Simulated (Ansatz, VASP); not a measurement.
## Be in VASP and in Ansatz

File INCAR:

```
PREC = Accurate
ENCUT = 520
EDIFF = 1E-6
ISMEAR = 0
SIGMA = 0.1
LREAL = F
LASPH = T
NELM = 100
ALGO = Fast
ISIF = 2
LWAVE = F
LCHARG = F
GGA = PS
NBANDS = 9
```

The input KPOINTS:

```
regular mesh
0
Gamma
  14 14 8
```

POSCAR

```
Be
1.0
    2.4937780565     -1.7474933030      0.0000000000
    2.4937780565      1.7474933030      0.0000000000
    0.0000000000      0.0000000000      4.9920674973
Be
2
Direct
    0.7467739700      0.2532260300      0.2500000000
    0.2532260300      0.7467739700      0.7500000000
```

Input for Ansatz:

```yaml
crystal:
  lattice:
    - [2.4937780565, -1.747493303, 0.0]
    - [2.4937780565, 1.747493303, 0.0]
    - [0.0, 0.0, 4.9920674973]
  atoms:
    - { symbol: Be, position: [0.74677397, 0.25322603, 0.25] }
    - { symbol: Be, position: [0.25322603, 0.74677397, 0.75] }
basis:
  ecutwfc: 420
kpoints:
  mp_grid: { grid: [14, 14, 8] }
hamiltonian:
  xc: pbesol
scf:
  occupations: { method: gaussian, width: 0.1 }
output:
  forces: true
  stress: true
  eigenvalues: true
```

Alike in both runs: task single point; functional PBEsol; k mesh 14 × 14 × 8; occupations gaussian, width 0.1 eV; no spin polarisation.

|  | VASP | Ansatz |
| --- | --- | --- |
| version | VASP 6.6.1 | Ansatz 0.2.0 |
| potentials or method | VASP PAW PBE potentials, release 64 (Be), cutoff 520 eV | scalar-relativistic, plane waves, PAW |
| valence electrons in the cell | 4 | 4 |

|  | VASP | Ansatz | Ansatz less VASP |
| --- | --- | --- | --- |
| gap on the k mesh at the Fermi level (eV) | none | none | - |
| pressure (GPa) | -19.7 | -19.7 | 0.00 |
| traceless stress, the component that is largest in VASP (GPa) | 0.41 | 0.41 | +0.001 |

VASP's potentials were made for PBE, not for PBEsol. A gap of «none» marks a metal or a gap that the smearing closes.
